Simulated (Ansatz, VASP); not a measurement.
## One calculation of InAs, two programs

File INCAR:

```
SYSTEM = InAs
ALGO = Normal ; EDIFF = 1E-6
ENCUT = 500 ; GGA = PE
GGA_COMPAT = .False. ; ISIF = 2
ISMEAR = -1 ; LASPH = .True.
LCHARG = .False. ; LREAL = .False.
LWAVE = .False. ; NBANDS = 16
NELM = 120 ; PREC = Accurate
SIGMA = 0.05
```

File KPOINTS:

```
k-points
0
Gamma
  8 8 8
  0 0 0
```

File POSCAR:

```
InAs
1.0
    0.0000000000      2.9337360524      2.9337360524
    2.9337360524      0.0000000000      2.9337360524
    2.9337360524      2.9337360524      0.0000000000
In As
1 1
Direct
    0.5000000000      0.5000000000      0.5000000000
    0.0000000000      0.0000000000      0.0000000000
```

input.yaml

```yaml
crystal:
  lattice:
    - [0.0, 2.9337360524, 2.9337360524]
    - [2.9337360524, 0.0, 2.9337360524]
    - [2.9337360524, 2.9337360524, 0.0]
  atoms:
    - { symbol: In, position: [0.5, 0.5, 0.5] }
    - { symbol: As, position: [0.0, 0.0, 0.0] }
hamiltonian:
  xc: pbe
  pseudopotentials: { kind: paw, azcp: { folder: soft_1 } }
kpoints:
  mp_grid: { grid: [8, 8, 8] }
scf:
  occupations: { method: fermi_dirac, width: 0.05 }
output:
  forces: true
  stress: true
  eigenvalues: true
  write_density: true
  write_potential: true
  elf: true
  volumetric_format: npy
```

Alike in both runs: task single point; functional PBE; k mesh 8 × 8 × 8; occupations fermi-dirac, width 0.05 eV; no spin polarisation.

|  | VASP | Ansatz |
| --- | --- | --- |
| version | VASP 6.6.1 | Ansatz 0.2.0 |
| potentials or method | VASP PAW PBE potentials, release 64 (In_d, As) | Ansatz PAW soft_1 |
| plane-wave cutoff (eV) | 500 | 420 |
| valence electrons in the cell | 18 | 28 |

```tsv
	VASP	Ansatz	Ansatz less VASP
gap on the k mesh at the Fermi level (eV)	none	none	-
pressure (GPa)	-3.1	-3.1	-0.02
```

A gap of «none» marks a metal or a gap that the smearing closes. VASP's potentials hold 18 valence electrons a cell and Ansatz's 28, so a difference there can come from the potentials and not from the codes.
